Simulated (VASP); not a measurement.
**As: single point with HSE06**

The system is As.

```
CELL_PARAMETERS angstrom
4.56640 0.00000 0.00000
-2.28320 3.95462 0.00000
0.00000 0.00000 2.83374
ATOMIC_POSITIONS crystal
As 0.33333 0.66667 0.00000
As 0.66667 0.33333 0.00000
```

This isn't the form of As at room conditions, which is rhombohedral.

```yaml
Program: VASP 6.6.1
Task: single point
Functional: HSE06
Potentials_or_basis: VASP PAW PBE potentials, release 64 (As)
Cutoff: 520 eV
k_mesh: 4 × 4 × 5
Occupations: fermi-dirac, width 0.05 eV
Spin: no spin polarisation
```

The pressure is -3.1 GPa. The band gap on the k mesh is zero (bands 5 and 6 overlap by 4.01 eV).

Stress tensor (GPa, compression positive):
```
-6.02  0.00  0.00
 0.00 -6.02  0.00
 0.00  0.00  2.66
```

Levels at points of the mesh, in eV from the Fermi level:
| k point | band 1 | band 2 | band 3 | band 4 | band 5 | band 6 | band 7 | band 8 | band 9 | band 10 |
| --- | --- | --- | --- | --- | --- | --- | --- | --- | --- | --- |
| (0.00, 0.00, 0.00) | -15.87 | -9.54 | -4.80 | -4.80 | 0.28 | 0.28 | 3.62 | 5.04 | 8.04 | 8.91 |
| (0.50, 0.00, 0.00) | -14.47 | -12.82 | -5.80 | -3.45 | 2.70 | 4.13 | 4.80 | 6.05 | 6.15 | 8.62 |
| (0.50, 0.50, 0.00) | -14.47 | -12.82 | -5.80 | -3.45 | 2.70 | 4.13 | 4.80 | 6.05 | 6.15 | 8.62 |

It used 1000 s of CPU time on 1 thread of AMD EPYC 7R13 Processor (Zen 3) (shared host).

Caveat: the k points lie up to 0.44 Å⁻¹ apart, too coarse for converged energies and pressures of a metal; the PAW data sets were made with another functional, which shifts forces and pressure a little.
